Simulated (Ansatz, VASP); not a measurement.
One calculation of TiSi2, two programs

Contents of INCAR:

```
  PREC = Accurate
  ENCUT = 520
  EDIFF = 1E-6
  ISMEAR = 0
  SIGMA = 0.15
  LREAL = False
  LASPH = True
  NELM = 100
  ALGO = Normal
  ISIF = 2
  LWAVE = False
  LCHARG = True
  GGA = PE
  LELF = True
  LVHAR = True
  NBANDS = 29
```

Contents of KPOINTS:

```
regular mesh
0
Gamma
  14 14 14
```

File POSCAR:

```
TiSi2
1.0
    0.0000000000      4.1351811263      4.2795976070
    2.4038689094      0.0000000000      4.2795976070
    2.4038689094      4.1351811263      0.0000000000
Ti Si
2 4
Direct
    0.7379949338      0.7620050662      0.7620050662
    0.4879949338      0.5120050662      0.5120050662
    0.0852339477      0.3911240538      0.0884149705
    0.4352270280      0.0884149705      0.3911240538
    0.1615850295      0.8147729720      0.1647660523
    0.8588759462      0.1647660523      0.8147729720
```

Input for Ansatz:

```yaml
crystal:
  lattice:
    - [0.0, 4.1351811263, 4.279597607]
    - [2.4038689094, 0.0, 4.279597607]
    - [2.4038689094, 4.1351811263, 0.0]
  atoms:
    - { symbol: Ti, position: [0.7379949338, 0.7620050662, 0.7620050662] }
    - { symbol: Ti, position: [0.4879949338, 0.5120050662, 0.5120050662] }
    - { symbol: Si, position: [0.0852339477, 0.3911240538, 0.0884149705] }
    - { symbol: Si, position: [0.435227028, 0.0884149705, 0.3911240538] }
    - { symbol: Si, position: [0.1615850295, 0.814772972, 0.1647660523] }
    - { symbol: Si, position: [0.8588759462, 0.1647660523, 0.814772972] }
basis:
  ecutwfc: 420
kpoints:
  mp_grid: { grid: [14, 14, 14] }
hamiltonian:
  xc: pbe
scf:
  occupations: { method: gaussian, width: 0.15 }
output:
  forces: true
  stress: true
  eigenvalues: true
```

Change from the starting cell: mode 4 (183.3 1/cm) frozen in, largest displacement +0.113 Å.

Alike in both runs: task single point; functional PBE; k mesh 14 × 14 × 14; occupations gaussian, width 0.15 eV; no spin polarisation.

|  | VASP | Ansatz |
| --- | --- | --- |
| version | VASP 6.6.1 | Ansatz 0.2.0 |
| potentials or method | VASP PAW PBE potentials, release 64 (Ti_sv, Si), cutoff 520 eV | scalar-relativistic, plane waves, PAW |
| valence electrons in the cell | 40 | 40 |

```csv
,VASP,Ansatz,Ansatz less VASP
gap on the k mesh at the Fermi level (eV),none,none,-
pressure (GPa),0.5,0.5,0.00
"traceless stress, the component that is largest in VASP (GPa)",-0.63,-0.63,0.000
rms of the force components (eV/Å),0.220,0.220,-0.0002
```

Atom by atom the forces differ by 0.000 eV/Å (rms over components). A gap of «none» marks a metal or a gap that the smearing closes.
